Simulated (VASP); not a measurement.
# Ca (C2/m) in VASP: single point with LDA

Aim: the single point of Ca with LDA.

Program: VASP 6.6.1. These are calculated values, not measurements. Logs are shortened: lines on timing, memory, paths and dates and some standing lists are left out, and cuts for length are marked.

## 1. The cell of the first run

It takes space group C2/m (No. 12, monoclinic). The conventional cell has a = 6.792 Å, b = 3.943 Å, c = 6.510 Å, α = 90.00°, β = 91.43°, γ = 90.00°. Ca (site symmetry m) has 12 Ca at 3.90 to 4.00 Å within 5.1 Å.

## 2. Single point, LDA (strain +0.0250 x Voigt [0, 0, 0, 1, 0, 0])

Contents of INCAR:

```
PREC = Accurate ; ENCUT = 520
EDIFF = 1E-7 ; ISMEAR = 0
SIGMA = 0.15 ; LREAL = False
LASPH = True ; NELM = 60
ALGO = Fast ; ISIF = 2
LWAVE = False ; LCHARG = False
NBANDS = 17
```

Contents of KPOINTS:

```
Automatic mesh
0
Gamma
  14 14 8
```

Contents of POSCAR:

```
Ca
1.0
    1.9712759950     -3.3954901800     -0.0424436273
    1.9712759950      3.3954901800      0.0424436273
    0.0000000000      0.0813638968      6.5091117400
Ca
2
Direct
    0.8355866000      0.1644134000      0.2500000000
    0.1644134000      0.8355866000      0.7500000000
```

Potentials or basis: VASP PAW LDA potentials, release 64 (Ca_sv).

Launch:

```sh
$ cat potpaw_LDA.64/Ca_sv/POTCAR > POTCAR
$ mpirun -np 1 vasp_std > vasp.out
```

OUTCAR:

```text
PREC = Accurate
   ENCUT = 520
   EDIFF = 1E-7
   ISMEAR = 0
   LREAL = False
   LASPH = True
   NELM = 60
   ISIF = 2

 ion  position               nearest neighbor table
   1  0.836  0.164  0.250-
   2  0.164  0.836  0.750-

  LATTYP: Found a base centered monoclinic cell.
 ALAT       =     6.7915108846
 B/A-ratio  =     0.5805117678
 C/A-ratio  =     0.9584936776
 COS(beta)  =    -0.0249960944

  Lattice vectors:

 A1 = (  -1.9712759950,  -3.3954901800,  -0.0424436273)
 A2 = (   1.9712759950,  -3.3954901800,  -0.0424436273)
 A3 = (   0.0000000000,   0.0813638968,   6.5091117400)

Analysis of symmetry for initial positions (statically):
=====================================================================
 Subroutine PRICEL returns:
 Original cell was already a primitive cell.

 Routine SETGRP: Setting up the symmetry group for a
 base centered monoclinic supercell.

 Subroutine GETGRP returns: Found  4 space group operations
 (whereof  4 operations were pure point group operations)
 out of a pool of  4 trial point group operations.

The static configuration has the point symmetry C_2h.

Analysis of symmetry for dynamics (positions and initial velocities):
=====================================================================
 Subroutine PRICEL returns:
 Original cell was already a primitive cell.

 Routine SETGRP: Setting up the symmetry group for a
 base centered monoclinic supercell.

 Subroutine GETGRP returns: Found  4 space group operations
 (whereof  4 operations were pure point group operations)
 out of a pool of  4 trial point group operations.

The dynamic configuration has the point symmetry C_2h.

 Subroutine INISYM returns: Found  4 space group operations
 (whereof  4 operations are pure point group operations),
 and found     1 'primitive' translations

----------------------------------------------------------------------------------------

                                     Primitive cell

  volume of cell :      87.1232

  direct lattice vectors                    reciprocal lattice vectors
     1.971275995 -3.395490180 -0.042443627     0.253642819 -0.147277156  0.001840964
     1.971275995  3.395490180  0.042443627     0.253642819  0.147277156 -0.001840964
     0.000000000  0.081363897  6.509111740     0.000000000 -0.001920685  0.153654802

  length of vectors
     3.926459483  3.926459483  6.509620244     0.293306375  0.293306375  0.153666806

  position of ions in fractional coordinates (direct lattice)
     0.835586600  0.164413400  0.250000000
     0.164413400  0.835586600  0.750000000

  ion indices of the primitive-cell ions
   primitive index   ion index
                 1           1
                 2           2

----------------------------------------------------------------------------------------

 KPOINTS: Automatic mesh

Automatic generation of k-mesh.
 Grid dimensions read from file:
 generate k-points for:   14   14    8

 Generating k-lattice:

  Cartesian coordinates                     Fractional coordinates (reciprocal lattice)
     0.018117344 -0.010519797  0.000131497     0.071428571 -0.000000000  0.000000000
     0.018117344  0.010519797 -0.000131497    -0.000000000  0.071428571  0.000000000
     0.000000000 -0.000240086  0.019206850     0.000000000  0.000000000  0.125000000

  Length of vectors
     0.020950455  0.020950455  0.019208351

  Shift w.r.t. Gamma in fractional coordinates (k-lattice)
     0.000000000  0.000000000  0.000000000

 Subroutine IBZKPT returns following result:
 ===========================================

 Found    429 irreducible k-points:

 Following reciprocal coordinates:
            Coordinates               Weight
  0.000000  0.000000  0.000000      1.000000
  0.071429  0.000000  0.000000      4.000000
  0.142857  0.000000  0.000000      4.000000
  0.214286  0.000000  0.000000      4.000000
  0.285714  0.000000  0.000000      4.000000
  0.357143  0.000000  0.000000      4.000000
[... 16 lines left out ...]
  0.214286  0.142857 -0.000000      4.000000
  0.285714  0.142857  0.000000      4.000000
 [... further k-points ...]
   k-points           NKPTS =    429   k-points in BZ     NKDIM =    429   number of bands    NBANDS=     17
   number of dos      NEDOS =    301   number of ions     NIONS =      2
   total plane-waves  NPLWV =  43200
   dimension x,y,z NGX =    30 NGY =   30 NGZ =   48
   dimension x,y,z NGXF=    60 NGYF=   60 NGZF=   96
   ions per type =               2
   NGX,Y,Z   is equivalent  to a cutoff of  12.70, 12.70, 12.26 a.u.
   NGXF,Y,Z  is equivalent  to a cutoff of  25.40, 25.40, 24.52 a.u.
 SYSTEM =  unknown system
   PREC   = accura    normal or accurate (medium, high low for compatibility)
   ISTART =      0    job   : 0-new  1-cont  2-samecut
   ICHARG =      2    charge: 1-file 2-atom 10-const
   ISPIN  =      1    spin polarized calculation?
   LNONCOLLINEAR =      F non collinear calculations
   LSORBIT =      F    spin-orbit coupling
   LASPH  =      T    aspherical Exc in radial PAW
   ENCUT  =  520.0 eV  38.22 Ry    6.18 a.u.   7.30  7.30 12.10*2*pi/ulx,y,z
   NELM   =     60;   NELMIN=  2; NELMDL= -5     # of ELM steps
   EDIFF  = 0.1E-06   stopping-criterion for ELM
   LREAL  =      F    real-space projection
   EDIFFG = 0.1E-05   stopping-criterion for IOM
   NSW    =      0    number of steps for IOM
   IBRION =     -1    ionic relax: 0-MD 1-quasi-New 2-CG
   NFREE  =      0    steps in history (QN), initial steepest desc. (CG)
   ISIF   =      2    stress and relaxation
   ISYM   =      2    0-nonsym 1-usesym 2-fastsym
   POTIM  = 0.5000    time-step for ionic-motion
   TEBEG  =    0.0;   TEEND  =   0.0 temperature during run
   PSTRESS=    0.0 pullay stress
   NELECT =      20.0000    total number of electrons
   NUPDOWN=      -1.0000    fix difference up-down
   EMIN   =  10.00;   EMAX   =-10.00  energy-range for DOS
   EFERMI =   0.00;   METHOD = LEGACY
   ISMEAR =     0;   SIGMA  =   0.15  broadening in eV -4-tet -1-fermi 0-gaus
   EFERMI_NEDOS =   21; number of points for ismear=-14 and -15
   IALGO  =     68    algorithm
   IMIX   =      4    mixing-type and parameters
     AMIX     =   0.40;   BMIX     =  1.00
     AMIX_MAG =   1.60;   BMIX_MAG =  1.00
  volume/ion in A,a.u.               =      43.56       293.97
  Fermi-wavevector in a.u.,A,eV,Ry     =   1.002398  1.894258 13.671161  1.004802
  Thomas-Fermi vector in A             =   2.134883
   LORBIT       =      0    0 simple, 1 ext, 2 COOP (PROOUT), +10 PAW based schemes
   GGA     = CA    functional components
   LHFCALC =     F    Hartree Fock is set to
   AEXX    =    0.0000 exact exchange contribution
   IVDW    =     0    specifies the selected vdW correction
   LEPSILON=     F    determine dielectric tensor
   LRPA    =     F    only Hartree local field effects (RPA)
 non-spin polarized calculation
 RMM-DIIS sequential band-by-band and
 Gauss-broadening in eV      SIGMA  =   0.15
  energy-cutoff  :      520.00
  volume of cell :       87.12
 maximum number of plane-waves:      2376
 NGX is ok and might be reduce to    30
   NGX = 15   NGY = 15   NGZ = 25

 number of electron      20.0000000 magnetization

 Free energy of the ion-electron system (eV)
  ---------------------------------------------------
  ext. energy  EPLUGINS =         0.00000000
  ---------------------------------------------------
  free energy    TOTEN  =        -4.34245834 eV

  energy without entropy =       -4.31613412  energy(sigma->0) =       -4.32929623

 E-fermi :   1.7114     XC(G=0):  -7.8611

 val. band max:        1.7043566089   @ k =   0.3571   0.3571   0.5000
 cond. band min:       1.7144248620   @ k =   0.3571   0.2857   0.5000
 fundamental gap:      0.0100682531
 Fermi energy:         1.7114334462

 k-point     1 :       0.0000    0.0000    0.0000
  band No.  band energies     occupation
      1     -39.9717      2.00000
      2     -39.9599      2.00000
      3     -21.3050      2.00000
      4     -21.2035      2.00000
      5     -21.2023      2.00000
      6     -21.1867      2.00000
[... 9 lines left out ...]
     16       4.1375      0.00000
     17       4.5189      0.00000

 k-point     2 :       0.0714    0.0000    0.0000
  band No.  band energies     occupation
      1     -39.9712      2.00000
      2     -39.9596      2.00000
      3     -21.3030      2.00000
      4     -21.2077      2.00000
      5     -21.2046      2.00000
      6     -21.1917      2.00000
[... 9 lines left out ...]
     16       4.1813      0.00000
     17       4.4511      0.00000

 k-point     3 :       0.1429    0.0000    0.0000
  band No.  band energies     occupation
      1     -39.9696      2.00000
      2     -39.9588      2.00000
      3     -21.2971      2.00000
      4     -21.2217      2.00000
      5     -21.2089      2.00000
      6     -21.2060      2.00000
[... 9 lines left out ...]
     16       4.2200      0.00000
     17       4.3404      0.00000

 k-point     4 :       0.2143    0.0000    0.0000
  band No.  band energies     occupation
      1     -39.9672      2.00000
      2     -39.9576      2.00000
      3     -21.2881      2.00000
      4     -21.2422      2.00000
      5     -21.2265      2.00000
      6     -21.2149      2.00000
[... 9 lines left out ...]
     16       4.2869      0.00000
     17       4.3267      0.00000

 k-point     5 :       0.2857    0.0000    0.0000
  band No.  band energies     occupation
      1     -39.9645      2.00000
      2     -39.9564      2.00000
      3     -21.2771      2.00000
      4     -21.2649      2.00000
      5     -21.2488      2.00000
      6     -21.2214      2.00000
[... 9 lines left out ...]
     16       4.5230      0.00000
     17       4.7055      0.00000

 k-point     6 :       0.3571    0.0000    0.0000
  band No.  band energies     occupation
      1     -39.9619      2.00000
      2     -39.9555      2.00000
      3     -21.2859      2.00000
      4     -21.2686      2.00000
      5     -21.2653      2.00000
      6     -21.2270      2.00000
[... 9 lines left out ...]
     16       4.8247      0.00000
     17       5.0747      0.00000

 k-point     7 :       0.4286    0.0000    0.0000
  band No.  band energies     occupation
      1     -39.9599      2.00000
      2     -39.9550      2.00000
      3     -21.3003      2.00000
      4     -21.2821      2.00000
      5     -21.2558      2.00000
      6     -21.2306      2.00000
[... 9 lines left out ...]
     16       5.2022      0.00000
     17       5.4699      0.00000

 k-point     8 :       0.5000    0.0000    0.0000
  band No.  band energies     occupation
      1     -39.9591      2.00000
      2     -39.9549      2.00000
      3     -21.3054      2.00000
      4     -21.2869      2.00000
      5     -21.2519      2.00000
      6     -21.2317      2.00000
[... 9 lines left out ...]
     16       5.5395      0.00000
     17       5.6035      0.00000
[... 203 lines left out ...]
      1     -39.9681      2.00000
      2     -39.9580      2.00000
      3     -21.2913      2.00000
      4     -21.2333      2.00000
      5     -21.2226      2.00000
      6     -21.2093      2.00000
[... 9 lines left out ...]
     16       4.2331      0.00000
     17       4.2574      0.00000

 k-point    20 :      -0.1429    0.0714    0.0000
  band No.  band energies     occupation
      1     -39.9701      2.00000
      2     -39.9590      2.00000
      3     -21.2989      2.00000
      4     -21.2173      2.00000
      5     -21.2089      2.00000
      6     -21.1999      2.00000
[... 9 lines left out ...]
     16       4.2554      0.00000
     17       4.3818      0.00000

 k-point    21 :      -0.0714    0.0714   -0.0000
  band No.  band energies     occupation
      1     -39.9712      2.00000
      2     -39.9596      2.00000
      3     -21.3029      2.00000
      4     -21.2085      2.00000
      5     -21.2039      2.00000
      6     -21.1915      2.00000
[... 9 lines left out ...]
     16       4.1390      0.00000
     17       4.4328      0.00000

 k-point    22 :       0.1429    0.1429    0.0000
  band No.  band energies     occupation
      1     -39.9660      2.00000
      2     -39.9570      2.00000
      3     -21.2833      2.00000
      4     -21.2457      2.00000
      5     -21.2405      2.00000
      6     -21.2163      2.00000
[... 9 lines left out ...]
     16       4.2975      0.00000
     17       4.5385      0.00000

 k-point    23 :       0.2143    0.1429   -0.0000
  band No.  band energies     occupation
      1     -39.9635      2.00000
      2     -39.9560      2.00000
      3     -21.2733      2.00000
      4     -21.2634      2.00000
      5     -21.2566      2.00000
      6     -21.2254      2.00000
[... 9 lines left out ...]
     16       4.4776      0.00000
     17       4.8692      0.00000

 k-point    24 :       0.2857    0.1429    0.0000
  band No.  band energies     occupation
      1     -39.9610      2.00000
      2     -39.9552      2.00000
      3     -21.2821      2.00000
      4     -21.2690      2.00000
      5     -21.2612      2.00000
      6     -21.2346      2.00000
[... 9 lines left out ...]
     16       4.7095      0.00000
     17       5.1930      0.00000

 [... further k-points ...]

------------------------ aborting loop because EDIFF is reached ----------------------------------------

  FORCE on cell =-STRESS in cart. coord.  units (eV):
  Direction    XX          YY          ZZ          XY          YZ          ZX
  --------------------------------------------------------------------------------------
  -------------------------------------------------------------------------------------
  Total       -1.1377773     -1.0200864     -1.1627664      0.0000000     -0.0961947      0.0000000
  in kB      -20.9234881    -18.7591765    -21.3830312      0.0000000     -1.7690011      0.0000000
  external PRESSURE =     -20.3552319 kB  Pullay stress =       0.0000000 kB

 VOLUME and BASIS-vectors are now :
 -----------------------------------------------------------------------------
  energy-cutoff  :      520.00
  volume of cell :       87.12
      direct lattice vectors                 reciprocal lattice vectors
     1.971275995 -3.395490180 -0.042443627     0.253642819 -0.147277156  0.001840964
     1.971275995  3.395490180  0.042443627     0.253642819  0.147277156 -0.001840964
     0.000000000  0.081363897  6.509111740     0.000000000 -0.001920685  0.153654802

 POSITION                                       TOTAL-FORCE (eV/Angst)
 -----------------------------------------------------------------------------------
      1.97128     -2.25862      1.59879         0.000000      0.016742     -0.001856
      1.97128      2.33998      4.91032         0.000000     -0.016742      0.001856
 -----------------------------------------------------------------------------------
    total drift:                                0.000000     -0.000000      0.000000

  FREE ENERGIE OF THE ION-ELECTRON SYSTEM (eV)
  ---------------------------------------------------
  free  energy   TOTEN  =        -4.3424583431 eV

  energy  without entropy=       -4.3161341165  energy(sigma->0) =       -4.32929623
```

Run time: 15 min. Hardware: 1 thread of Intel Xeon Platinum 8259CL at 2.50GHz (Skylake/Cascade Lake), shared host; peak memory 0.58 GiB.

What came out:

```
Free energy            : -4.3425 eV
Pressure               : -2.0 GPa
Largest force          : 0.017 eV/Å
Band gap on the k mesh : zero (bands 10 and 11 overlap by 0.40 eV)
```

Forces in eV/Å, atoms in the order of the input:
```
Ca   0.000  0.017 -0.002
Ca   0.000 -0.017  0.002
```

Levels at points of the mesh, in eV from the Fermi level:
```tsv
k point	band 7	band 8	band 9	band 10	band 11	band 12	band 13	band 14
(0.00, 0.00, 0.00)	-22.90	-22.89	-4.02	-1.13	-0.22	2.04	2.11	2.14
(0.50, 0.00, 0.00)	-22.92	-22.92	-1.15	-0.67	0.17	0.32	1.28	1.75
(0.50, 0.50, 0.00)	-22.92	-22.92	-1.11	-0.66	0.19	0.34	1.23	1.76
(0.00, 0.00, 0.50)	-22.91	-22.90	-3.04	-3.04	1.24	1.25	2.08	2.10
(0.50, 0.00, 0.50)	-22.93	-22.93	-0.74	-0.70	0.06	0.12	1.31	1.35
(0.50, 0.50, 0.50)	-22.93	-22.92	-0.76	-0.67	0.07	0.19	1.26	1.36
```

Caveat: the cell differs from its parent crystal (strain +0.0250 x Voigt [0, 0, 0, 1, 0, 0]).
